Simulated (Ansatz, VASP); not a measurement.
## Si2Mo: VASP beside Ansatz

```
Si Mo
1.0
    -4.57444    0.00000    0.00000
    -2.28722   -3.96158    0.00000
    -0.91489   -1.58463   13.13311
Si Mo
12 6
Direct
  0.67166 0.06416 0.25002
  0.67166 0.86416 0.75002
  0.83583 0.46916 0.91668
  0.83583 0.66916 0.41668
  0.83583 0.29500 0.08335
  0.83583 0.09500 0.58335
  0.32834 0.73583 0.25002
  0.32834 0.53583 0.75002
  0.16417 0.79749 0.91668
  0.16417 0.99749 0.41668
  0.16417 0.63832 0.08335
  0.16417 0.43832 0.58335
  0.50000 0.96666 0.08335
  0.50000 0.76666 0.58335
  0.50000 0.13333 0.91668
  0.50000 0.33333 0.41668
  0.00000 0.39999 0.25002
  0.00000 0.19999 0.75002
```

Alike in both runs: task single point; functional PBEsol; k mesh 10 × 10 × 3; occupations gaussian, width 0.15 eV; no spin polarisation.

|  | VASP | Ansatz |
| --- | --- | --- |
| version | VASP 6.6.1 | Ansatz 0.2.0 |
| potentials or method | VASP PAW PBE potentials, release 64 (Si, Mo_sv), cutoff 520 eV | scalar-relativistic, plane waves, PAW |
| valence electrons in the cell | 132 | 132 |

Ansatz gave:

```
gap on the k mesh at the Fermi level (eV)                     : none
pressure (GPa)                                                : 5.8
traceless stress, the component that is largest in VASP (GPa) : 9.16
rms of the force components (eV/Å)                            : 1.011
```

Problem. What did VASP give for the same quantities?

Solution. gap on the k mesh at the Fermi level (eV): none; pressure (GPa): 6.3; traceless stress, the component that is largest in VASP (GPa): 9.33; rms of the force components (eV/Å): 1.040.

VASP's potentials were made for PBE, not for PBEsol. Atom by atom the forces differ by 0.031 eV/Å (rms over components). A gap of «none» marks a metal or a gap that the smearing closes.
